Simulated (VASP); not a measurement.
Runs of VASP 6.6.1 on Hf. The structure is that of space group P6_3/mmc (No. 194), or close to it. The cells are those of the table. 

```csv
cell,gap on the mesh (eV),pressure (GPa)
"a = 3.165, b = 3.165, c = 5.058 Å, angles 90.0, 90.0, 120.0°, 2 atoms",none,2.5
"a = 3.101, b = 3.101, c = 5.058 Å, angles 90.0, 90.0, 120.0°, 2 atoms",none,7.5
"a = 3.197, b = 3.197, c = 4.957 Å, angles 90.0, 90.0, 120.0°, 2 atoms",none,2.7
"a = 3.197, b = 3.197, c = 5.108 Å, angles 90.0, 90.0, 120.0°, 2 atoms",none,(b)
"a = 3.197, b = 3.197, c = 5.210 Å, angles 90.0, 90.0, 120.0°, 2 atoms",none,-2.8
"a = 3.261, b = 3.261, c = 5.058 Å, angles 90.0, 90.0, 120.0°, 2 atoms",none,(a)
```

Alike in all rows: task electric field gradients; level PBE; potentials or basis VASP PAW PBE potentials, release 64 (Hf_pv); no spin polarisation; k mesh 13 × 13 × 7; cutoff (eV) 400; smearing fermi-dirac 0.05 eV.

Estimate the missing entries.

(a) -3.7; (b) -0.8.

Caveats: spin-orbit coupling is left out, which moves the levels of the heavy elements; the cell stands under pressure (at least some runs); the cell stands under tension (at least some runs).

A k mesh can miss the band edges, and the runs leave out spin-orbit coupling on Hf.

A gap of «none» marks levels without a gap at the run's occupations.
